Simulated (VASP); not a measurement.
# AlRu in VASP: a series of runs

AlRu is run at these levels: LDA; tasks: single point.

All numbers are computed with VASP 6.6.1; they aren't measurements. Logs are shortened: lines on timing, memory, paths and dates and some standing lists are left out, and cuts for length are marked.

**1. The cell of the first run**

The cell holds a slab with vacuum, 6 atoms: a = 2.954 Å, b = 4.177 Å, c = 20.177 Å, α = 90.00°, β = 90.00°, γ = 90.00°.

**2. Single point, LDA**

INCAR

```
SYSTEM = AlRu
  PREC = Accurate
  ENCUT = 520
  EDIFF = 1E-6
  ISMEAR = -1
  SIGMA = 0.05
  LREAL = .FALSE.
  LASPH = .TRUE.
  NELM = 100
  ALGO = Normal
  ISIF = 2
  LWAVE = .FALSE.
  LCHARG = .FALSE.
  LDIPOL = .TRUE.
  IDIPOL = 3
  DIPOL = 0.5 0.5 0.500
  GGA = CA
  NBANDS = 34
```

KPOINTS

```
regular mesh
0
G
  12 9 1
  0 0 0
```

POSCAR

```
AlRu
1.0
    2.9535694198      0.0000000000      0.0000000000
    0.0000000000      4.1769779308      0.0000000000
    0.0000000000      0.0000000000     20.1770000000
Ru Al
3 3
Direct
    0.7500000000      0.2500000000      0.3984869148
    0.7500000000      0.7500000000      0.5000000049
    0.7500000000      0.2500000000      0.6015130796
    0.2500000000      0.7500000000      0.3969466743
    0.2500000000      0.2500000000      0.4999999843
    0.2500000000      0.7500000000      0.6030533421
```

Potentials or basis: VASP PAW LDA potentials, release 64 (Ru_pv, Al).

Run with:

```sh
$ cat potpaw_LDA.64/Ru_pv/POTCAR potpaw_LDA.64/Al/POTCAR > POTCAR
$ mpirun -np 1 vasp_std > vasp.out
```

OUTCAR:

```text
SYSTEM = AlRu
   PREC = Accurate
   ENCUT = 520
   EDIFF = 1E-6
   ISMEAR = -1
   LREAL = .FALSE.
   LASPH = .TRUE.
   NELM = 100
   ISIF = 2
   GGA = CA

 ion  position               nearest neighbor table
   1  0.750  0.250  0.398-   5 2.53   5 2.53   4 2.56   4 2.56   4 2.56   4 2.56   2 2.93   2 2.93

   2  0.750  0.750  0.500-   4 2.55   4 2.55   6 2.55   6 2.55   5 2.56   5 2.56   5 2.56   5 2.56
                             3 2.93   3 2.93   1 2.93   1 2.93
   3  0.750  0.250  0.602-   5 2.53   5 2.53   6 2.56   6 2.56   6 2.56   6 2.56   2 2.93   2 2.93

   4  0.250  0.750  0.397-   2 2.55   2 2.55   1 2.56   1 2.56   1 2.56   1 2.56   5 2.95   5 2.95

   5  0.250  0.250  0.500-   1 2.53   1 2.53   3 2.53   3 2.53   2 2.56   2 2.56   2 2.56   2 2.56
                             4 2.95   4 2.95   6 2.95   6 2.95
   6  0.250  0.750  0.603-   2 2.55   2 2.55   3 2.56   3 2.56   3 2.56   3 2.56   5 2.95   5 2.95

  LATTYP: Found a simple orthorhombic cell.
 ALAT       =     2.9535694198
 B/A-ratio  =     1.4142135623
 C/A-ratio  =     6.8313952145

  Lattice vectors:

 A1 = (   2.9535694198,   0.0000000000,   0.0000000000)
 A2 = (   0.0000000000,   4.1769779308,   0.0000000000)
 A3 = (   0.0000000000,   0.0000000000,  20.1770000000)

Analysis of symmetry for initial positions (statically):
=====================================================================
 Subroutine PRICEL returns:
 Original cell was already a primitive cell.

 Routine SETGRP: Setting up the symmetry group for a
 simple orthorhombic supercell.

 Subroutine GETGRP returns: Found  8 space group operations
 (whereof  2 operations were pure point group operations)
 out of a pool of  8 trial point group operations.

The static configuration has the point symmetry C_1h.
 The point group associated with its full space group is D_2h.

Analysis of symmetry for dynamics (positions and initial velocities):
=====================================================================
 Subroutine PRICEL returns:
 Original cell was already a primitive cell.

 Routine SETGRP: Setting up the symmetry group for a
 simple orthorhombic supercell.

 Subroutine GETGRP returns: Found  8 space group operations
 (whereof  2 operations were pure point group operations)
 out of a pool of  8 trial point group operations.

The dynamic configuration has the point symmetry C_1h.
 The point group associated with its full space group is D_2h.

 Subroutine INISYM returns: Found  8 space group operations
 (whereof  2 operations are pure point group operations),
[... 113 lines left out ...]
   TEBEG  =    0.0;   TEEND  =   0.0 temperature during run
   PSTRESS=    0.0 pullay stress
   NELECT =      51.0000    total number of electrons
   NUPDOWN=      -1.0000    fix difference up-down
   EMIN   =  10.00;   EMAX   =-10.00  energy-range for DOS
   EFERMI =   0.00;   METHOD = LEGACY
   ISMEAR =    -1;   SIGMA  =   0.05  broadening in eV -4-tet -1-fermi 0-gaus
   EFERMI_NEDOS =   21; number of points for ismear=-14 and -15
   IALGO  =     38    algorithm
   IMIX   =      4    mixing-type and parameters
     AMIX     =   0.40;   BMIX     =  1.00
     AMIX_MAG =   1.60;   BMIX_MAG =  1.00
  volume/ion in A,a.u.               =      41.49       279.97
  Fermi-wavevector in a.u.,A,eV,Ry     =   0.965109  1.823791 12.672940  0.931435
  Thomas-Fermi vector in A             =   2.094797
   LORBIT       =      0    0 simple, 1 ext, 2 COOP (PROOUT), +10 PAW based schemes
   GGA     = CA    functional components
   LHFCALC =     F    Hartree Fock is set to
   AEXX    =    0.0000 exact exchange contribution
   IVDW    =     0    specifies the selected vdW correction
   LEPSILON=     F    determine dielectric tensor
   LRPA    =     F    only Hartree local field effects (RPA)
 non-spin polarized calculation
  energy-cutoff  :      520.00
  volume of cell :      248.92
 maximum number of plane-waves:      6761
 NGX is ok and might be reduce to    24
   NGX = 11   NGY = 15   NGZ = 75

 dipolmoment           0.000000      0.000000     -0.000000 electrons x Angstroem

 number of electron      50.9999985 magnetization

 dipolmoment           0.000000      0.000000      0.000000 electrons x Angstroem

 Free energy of the ion-electron system (eV)
  ---------------------------------------------------
  ext. energy  EPLUGINS =         0.00000000
  ---------------------------------------------------
  free energy    TOTEN  =       -44.53861310 eV

  energy without entropy =      -44.49326996  energy(sigma->0) =      -44.51594153

 E-fermi :   0.1134     XC(G=0):  -5.0742

 val. band max:        0.1022889590   @ k =   0.5000   0.4444   0.0000
 cond. band min:       0.1187910400   @ k =   0.1667   0.0000   0.0000
 fundamental gap:      0.0165020810
 Fermi energy:         0.1133873303

 k-point     1 :       0.0000    0.0000    0.0000
  band No.  band energies     occupation
      1     -41.7555      2.00000
      2     -41.7153      2.00000
      3     -41.5779      2.00000
      4     -41.5041      2.00000
      5     -41.4708      2.00000
      6     -41.4692      2.00000
[... 877 lines left out ...]
     33       5.7272      0.00000
     34       6.3285      0.00000

 [... further k-points ...]

------------------------ aborting loop because EDIFF is reached ----------------------------------------

 vacuum level on the upper side and lower side of the slab       (xc-potential included)        -0.097        -0.097

  FORCE on cell =-STRESS in cart. coord.  units (eV):
  Direction    XX          YY          ZZ          XY          YZ          ZX
  --------------------------------------------------------------------------------------
  -------------------------------------------------------------------------------------
  Total       -4.2797907     -5.0419664      0.2251707      0.0000000      0.0000000      0.0000000
  in kB      -27.5465460    -32.4522321      1.4492943      0.0000000      0.0000000      0.0000000
  external PRESSURE =     -19.5164946 kB  Pullay stress =       0.0000000 kB

 VOLUME and BASIS-vectors are now :
 -----------------------------------------------------------------------------
  energy-cutoff  :      520.00
  volume of cell :      248.92
      direct lattice vectors                 reciprocal lattice vectors
     2.953569420  0.000000000  0.000000000     0.338573386  0.000000000  0.000000000
     0.000000000  4.176977931  0.000000000     0.000000000  0.239407537  0.000000000
     0.000000000  0.000000000 20.177000000     0.000000000  0.000000000  0.049561382

 POSITION                                       TOTAL-FORCE (eV/Angst)
 -----------------------------------------------------------------------------------
      2.21518      1.04424      8.04027         0.000000     -0.000000     -0.041621
      2.21518      3.13273     10.08850        -0.000000      0.000000      0.000000
      2.21518      1.04424     12.13673         0.000000      0.000000      0.041621
      0.73839      3.13273      8.00919        -0.000000      0.000000     -0.022728
      0.73839      1.04424     10.08850        -0.000000      0.000000      0.000000
      0.73839      3.13273     12.16781        -0.000000      0.000000      0.022728
 -----------------------------------------------------------------------------------
    total drift:                                0.000000      0.000000      0.000009

  FREE ENERGIE OF THE ION-ELECTRON SYSTEM (eV)
  ---------------------------------------------------
  free  energy   TOTEN  =       -44.5386130970 eV

  energy  without entropy=      -44.4932699636  energy(sigma->0) =      -44.51594153

 vacuum level on the upper side and lower side of the slab         5.033         5.033
```

OSZICAR:

```text
N       E                     dE             d eps       ncg     rms          rms(c)
DAV:   1     0.345740779370E+03    0.34574E+03   -0.28084E+04  3204   0.125E+03
DAV:   2    -0.362056263810E+02   -0.38195E+03   -0.36933E+03  2734   0.333E+02
DAV:   3    -0.477621589660E+02   -0.11557E+02   -0.11236E+02  2842   0.560E+01
[... 16 lines left out ...]
DAV:  20    -0.445385739105E+02   -0.79290E-04   -0.54401E-06  2066   0.612E-03    0.775E-04
DAV:  21    -0.445386058046E+02   -0.31894E-04   -0.28399E-06  1948   0.322E-03    0.889E-04
DAV:  22    -0.445386112210E+02   -0.54164E-05   -0.34537E-07  1858   0.184E-03    0.264E-04
DAV:  23    -0.445386126133E+02   -0.13923E-05   -0.84715E-08  1728   0.790E-04    0.133E-04
DAV:  24    -0.445386130970E+02   -0.48370E-06   -0.44680E-08  1676   0.506E-04
   1 F= -.44538613E+02 E0= -.44515942E+02  d E =-.453431E-01
```

It took 4.7 min on 1 thread of AMD EPYC 9R45 (Zen 5), shared host; peak memory 0.39 GiB.

Results:

| Property | Result |
| --- | --- |
| Free energy | -44.5386 eV |
| Largest force | 0.042 eV/Å |
| Band gap on the k mesh | zero (an odd number of electrons rules out a gap without spin polarisation) |

Forces in eV/Å, atoms in the order of the input:
```
Ru   0.000  0.000 -0.042
Ru   0.000  0.000  0.000
Ru   0.000  0.000  0.042
Al   0.000  0.000 -0.023
Al   0.000  0.000  0.000
Al   0.000  0.000  0.023
```

**3. Single point, LDA**

INCAR

```
PREC = Accurate
ENCUT = 520
EDIFF = 1E-7
ISMEAR = -1
SIGMA = 0.05
LREAL = F
LASPH = T
NELM = 80
ALGO = Normal
ISIF = 2
LWAVE = F
LCHARG = T
LDIPOL = T
IDIPOL = 3
DIPOL = 0.5 0.5 0.500
GGA = CA
LELF = T
LVHAR = T
LVACPOTAV = T
NBANDS = 34
```

KPOINTS

```
Automatic mesh
0
Gamma
  12 9 1
```

POSCAR is that of step 2.

Potentials or basis: VASP PAW LDA potentials, release 64 (Ru_pv, Al).

Run with:

```sh
$ cat potpaw_LDA.64/Ru_pv/POTCAR potpaw_LDA.64/Al/POTCAR > POTCAR
$ mpirun -np 1 vasp_std > vasp.out
```

OUTCAR:

```text
PREC = Accurate
   ENCUT = 520
   EDIFF = 1E-7
   ISMEAR = -1
   LREAL = F
   LASPH = T
   NELM = 80
   ISIF = 2
   GGA = CA

 ion  position               nearest neighbor table
   1  0.750  0.250  0.398-   5 2.53   5 2.53   4 2.56   4 2.56   4 2.56   4 2.56   2 2.93   2 2.93

   2  0.750  0.750  0.500-   4 2.55   4 2.55   6 2.55   6 2.55   5 2.56   5 2.56   5 2.56   5 2.56
                             3 2.93   3 2.93   1 2.93   1 2.93
   3  0.750  0.250  0.602-   5 2.53   5 2.53   6 2.56   6 2.56   6 2.56   6 2.56   2 2.93   2 2.93

   4  0.250  0.750  0.397-   2 2.55   2 2.55   1 2.56   1 2.56   1 2.56   1 2.56   5 2.95   5 2.95

   5  0.250  0.250  0.500-   1 2.53   1 2.53   3 2.53   3 2.53   2 2.56   2 2.56   2 2.56   2 2.56
                             4 2.95   4 2.95   6 2.95   6 2.95
   6  0.250  0.750  0.603-   2 2.55   2 2.55   3 2.56   3 2.56   3 2.56   3 2.56   5 2.95   5 2.95

  LATTYP: Found a simple orthorhombic cell.
 ALAT       =     2.9535694198
 B/A-ratio  =     1.4142135623
 C/A-ratio  =     6.8313952145

  Lattice vectors:

 A1 = (   2.9535694198,   0.0000000000,   0.0000000000)
 A2 = (   0.0000000000,   4.1769779308,   0.0000000000)
 A3 = (   0.0000000000,   0.0000000000,  20.1770000000)
[... 195 lines left out ...]

 k-point     1 :       0.0000    0.0000    0.0000
  band No.  band energies     occupation
      1     -41.7555      2.00000
      2     -41.7153      2.00000
      3     -41.5779      2.00000
      4     -41.5041      2.00000
      5     -41.4708      2.00000
      6     -41.4692      2.00000
[... 877 lines left out ...]
     33       5.7271      0.00000
     34       6.3272      0.00000

 [... further k-points ...]

------------------------ aborting loop because EDIFF is reached ----------------------------------------

  FORCE on cell =-STRESS in cart. coord.  units (eV):
  Direction    XX          YY          ZZ          XY          YZ          ZX
  --------------------------------------------------------------------------------------
  -------------------------------------------------------------------------------------
  Total       -4.2797955     -5.0419308      0.2252140     -0.0000000      0.0000000      0.0000000
  in kB      -27.5465773    -32.4520028      1.4495726     -0.0000000      0.0000000      0.0000000
  external PRESSURE =     -19.5163359 kB  Pullay stress =       0.0000000 kB

 VOLUME and BASIS-vectors are now :
 -----------------------------------------------------------------------------
  energy-cutoff  :      520.00
  volume of cell :      248.92
      direct lattice vectors                 reciprocal lattice vectors
     2.953569420  0.000000000  0.000000000     0.338573386  0.000000000  0.000000000
     0.000000000  4.176977931  0.000000000     0.000000000  0.239407537  0.000000000
     0.000000000  0.000000000 20.177000000     0.000000000  0.000000000  0.049561382

 POSITION                                       TOTAL-FORCE (eV/Angst)
 -----------------------------------------------------------------------------------
      2.21518      1.04424      8.04027        -0.000000     -0.000000     -0.041616
      2.21518      3.13273     10.08850         0.000000      0.000000      0.000000
      2.21518      1.04424     12.13673        -0.000000      0.000000      0.041616
      0.73839      3.13273      8.00919         0.000000      0.000000     -0.022729
      0.73839      1.04424     10.08850         0.000000      0.000000      0.000000
      0.73839      3.13273     12.16781         0.000000      0.000000      0.022729
 -----------------------------------------------------------------------------------
    total drift:                                0.000000      0.000000      0.000010

  FREE ENERGIE OF THE ION-ELECTRON SYSTEM (eV)
  ---------------------------------------------------
  free  energy   TOTEN  =       -44.5386131263 eV

  energy  without entropy=      -44.4932699074  energy(sigma->0) =      -44.51594152

 vacuum level on the upper side and lower side of the slab         5.101         5.101
```

stdout:

```text
POSCAR found type information on POSCAR RuAl
 POSCAR found :  2 types and       6 ions
 scaLAPACK will be used
 LDA part: xc-table for (Slater(with rela. corr.)+CA(PZ))
 , standard interpolation
 POSCAR, INCAR and KPOINTS ok, starting setup
 FFT: planning ... GRIDC
 FFT: planning ... GRID_SOFT
 FFT: planning ... GRID
 WAVECAR not read
 entering main loop
 -----------------------------------------------------------------------------
|                                                                             |
|           W    W    AA    RRRRR   N    N  II  N    N   GGGG   !!!           |
|           W    W   A  A   R    R  NN   N  II  NN   N  G    G  !!!           |
|           W    W  A    A  R    R  N N  N  II  N N  N  G       !!!           |
|           W WW W  AAAAAA  RRRRR   N  N N  II  N  N N  G  GGG   !            |
|           WW  WW  A    A  R   R   N   NN  II  N   NN  G    G                |
|           W    W  A    A  R    R  N    N  II  N    N   GGGG   !!!           |
|                                                                             |
|     Did not find any points to average over, which means that no vacuum     |
|     field-free region was found. Please increase the size of  your cell     |
|     in the dimension of the dipole correction to obtain accurate            |
|     workfunction values.                                                    |
|                                                                             |
 -----------------------------------------------------------------------------
```

Run time: 4.6 min. Hardware: 1 thread of AMD EPYC 9R45 (Zen 5), shared host; peak memory 0.39 GiB.

What came out:

| Property | Result |
| --- | --- |
| Free energy | -44.5386 eV |
| Largest force | 0.042 eV/Å |
| Band gap on the k mesh | zero (an odd number of electrons rules out a gap without spin polarisation) |

Forces in eV/Å, atoms in the order of the input:
```
Ru   0.000  0.000 -0.042
Ru   0.000  0.000  0.000
Ru   0.000  0.000  0.042
Al   0.000  0.000 -0.023
Al   0.000  0.000  0.000
Al   0.000  0.000  0.023
```

**4. Single point, LDA**

INCAR

```
PREC = Accurate
ENCUT = 520
EDIFF = 1E-6
ISMEAR = -1
SIGMA = 0.05
LREAL = F
LASPH = T
NELM = 80
ALGO = Normal
ISIF = 2
LWAVE = F
LCHARG = F
GGA = CA
NBANDS = 34
```

KPOINTS

```
regular mesh
0
Gamma
  12 9 1
```

POSCAR is that of step 3.

Run with:

```sh
$ cat potpaw_LDA.64/Ru_pv/POTCAR potpaw_LDA.64/Al/POTCAR > POTCAR
$ mpirun -np 1 vasp_std > vasp.out
```

Run time: 4.3 min. Hardware: 1 thread of AMD EPYC 9R45 (Zen 5), shared host; peak memory 0.38 GiB.

It converged, with:

| Property | Result |
| --- | --- |
| Free energy | -44.5386 eV |
| Largest force | 0.042 eV/Å |
| Band gap on the k mesh | zero (an odd number of electrons rules out a gap without spin polarisation) |

Forces on the atoms (eV/Å):
```
Ru   0.000  0.000 -0.042
Ru   0.000  0.000  0.000
Ru   0.000  0.000  0.042
Al   0.000  0.000 -0.023
Al   0.000  0.000  0.000
Al   0.000  0.000  0.023
```

Levels at points of the mesh, in eV from the Fermi level:
```tsv
k point	band 23	band 24	band 25	band 26	band 27	band 28
(0.00, 0.00, 0.00)	-0.42	-0.34	-0.19	-0.09	0.03	0.17
(0.50, 0.00, 0.00)	-0.17	0.05	0.74	0.91	2.06	2.40
```
